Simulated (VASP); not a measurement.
A run of VASP 6.6.1 is set up as follows.

Contents of INCAR:

```
PREC     = Accurate       # precision mode
ENCUT    = 520            # plane-wave cutoff, eV
EDIFF    = 1E-6           # SCF threshold, eV
ISMEAR   = -1             # smearing method
SIGMA    = 0.05           # smearing width, eV
LREAL    = False          # projectors in reciprocal space
LASPH    = True           # aspherical terms in the spheres
NELM     = 150            # most SCF steps
ALGO     = Normal         # electronic algorithm
ISIF     = 2              # what is computed and relaxed
LWAVE    = False          # write WAVECAR
LCHARG   = False          # write CHGCAR
ISPIN    = 2              # spin polarisation
MAGMOM   = 0.5            # initial moments
LORBIT   = 11             # projections on sites
LMAXMIX  = 4              # l up to which the mixer works
GGA      = RE             # functional
NBANDS   = 15             # bands
```

File KPOINTS:

```
regular mesh
0
Gamma
  13 13 13
```

Contents of POSCAR:

```
Pd
1.0
    2.5632616455      0.0000000000      0.0000000000
    0.0000000000      2.5632616455      0.0000000000
    0.0000000000      0.0000000000      2.5632616455
Pd
1
Direct
    0.0000000000      0.0000000000      0.0000000000
```

Potentials or basis: VASP PAW PBE potentials, release 64 (Pd).

The run is started by

```sh
$ cat potpaw_PBE.64/Pd/POTCAR > POTCAR
$ mpirun -np 1 vasp_std > vasp.out
```

What does it give for the net moment?

0.00 μB per cell.

What does it give for the pressure?

10.7 GPa.

Predict the band gap on the k mesh.

zero (filled and empty bands overlap).

Caveat: the PAW data sets were made with another functional, which shifts forces and pressure a little.
